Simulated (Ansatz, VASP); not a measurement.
NiMoIrPdW in VASP and in Ansatz

```
Ni Mo Pd Ir W
1.0
     2.77085    0.00000    0.00000
    -1.38543    2.39963    0.00000
     0.00000    0.00000   22.01961
Ni Mo Pd Ir W
2 2 2 2 2
Direct
  0.33333 0.66667 0.85081
  0.66667 0.33333 0.14919
  0.66667 0.33333 0.76059
  0.33333 0.66667 0.23941
  0.33333 0.66667 0.05329
  0.66667 0.33333 0.94671
  0.33333 0.66667 0.65827
  0.66667 0.33333 0.34173
  0.33333 0.66667 0.44418
  0.66667 0.33333 0.55582
```

Alike in both runs: functional PBE; k mesh 12 × 12 × 2; occupations gaussian, width 0.1 eV; no spin polarisation.

Ansatz relaxed the structure, and its values are those at the end. VASP's run is a single point on that final structure, the one shown.

|  | VASP | Ansatz |
| --- | --- | --- |
| version | VASP 6.6.1 | Ansatz 0.2.0 |
| potentials or method | VASP PAW PBE potentials, release 64 (Ni, Mo_sv, Pd, Ir, W_sv), cutoff 520 eV | scalar-relativistic, plane waves, PAW |
| valence electrons in the cell | 114 | 162 |

|  | VASP | Ansatz | Ansatz less VASP |
| --- | --- | --- | --- |
| gap on the k mesh at the Fermi level (eV) | none | none | - |
| pressure (GPa) | 0.3 | 0.0 | -0.29 |
| rms of the force components (eV/Å) | 0.008 | 0.001 | -0.0073 |

A gap of «none» marks a metal or a gap that the smearing closes. The functional is the same, so the differences come from potentials, cutoffs and numerics. VASP's potentials hold 114 valence electrons a cell and Ansatz's 162, so a difference there can come from the potentials and not from the codes.

Spin-orbit coupling is off throughout.
